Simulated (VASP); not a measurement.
Write the native input for VASP 6.6.1 that does the following.

| Quantity | Value |
| --- | --- |
| Task | single point |
| Functional | PBE |
| Potentials or basis | VASP PAW PBE potentials, release 64 (Al, O) |
| Cutoff | 520 eV |
| k mesh | 5 × 4 × 1 |
| Occupations | gaussian, width 0.1 eV |
| Spin | no spin polarisation |
| Dipole correction | yes |
| Further INCAR settings | LREAL = Auto; ALGO = Normal; EDIFF = 1e-07; NBANDS = 41 |

The structure of Al16O lies in POSCAR:

```
Al16O
1.0
    5.7135165838      0.0000000000      0.0000000000
    0.0000000000      8.0801326416      0.0000000000
    0.0000000000      0.0000000000     19.7432786844
Al O
16 1
Direct
    0.2500000000      0.2500000000      0.2026005946
    0.2500000000      0.7500000000      0.2026005946
    0.7500000000      0.2500000000      0.2026005946
    0.7500000000      0.7500000000      0.2026005946
    0.0000000000      0.0000000000      0.2749482107
    0.0000000000      0.5000000000      0.2749482107
    0.5000000000      0.0000000000      0.2749482107
    0.5000000000      0.5000000000      0.2749482107
    0.2500000000      0.2500000000      0.3495466410
    0.2500000000      0.7500000000      0.3495466410
    0.7500000000      0.2500000000      0.3495466410
    0.7500000000      0.7500000000      0.3495466410
    0.0000000000      0.0000000000      0.4175232906
    0.0000000000      0.5000000000      0.4175232906
    0.5000000000      0.0000000000      0.4175232906
    0.5000000000      0.5000000000      0.4175232906
    0.1666666667      0.2500000000      0.4364368095
```

These files were run (other wordings do the same):

INCAR

```
SYSTEM = Al16O
ALGO = Normal
DIPOL = 0.5 0.5 0.319
EDIFF = 1E-7
ENCUT = 520
GGA = PE
IDIPOL = 3
ISIF = 2
ISMEAR = 0
LASPH = .TRUE.
LCHARG = .FALSE.
LDIPOL = .TRUE.
LREAL = Auto
LWAVE = .FALSE.
NBANDS = 41
NELM = 60
PREC = Accurate
SIGMA = 0.1
```

KPOINTS

```
k-points
0
G
  5 4 1
  0 0 0
```

Potentials or basis: VASP PAW PBE potentials, release 64 (Al, O).

Launch:

```console
$ cat potpaw_PBE.64/Al/POTCAR potpaw_PBE.64/O/POTCAR > POTCAR
$ mpirun -np 1 vasp_std > vasp.out
```

It gave:

| Item | Value |
| --- | --- |
| Largest force | 0.876 eV/Å |
| Band gap on the k mesh | zero (bands 27 and 28 overlap by 0.48 eV) |

Wall time 9.1 min on 1 thread of AMD EPYC 7R13 Processor (Zen 3) (shared host), peak memory 0.79 GiB.
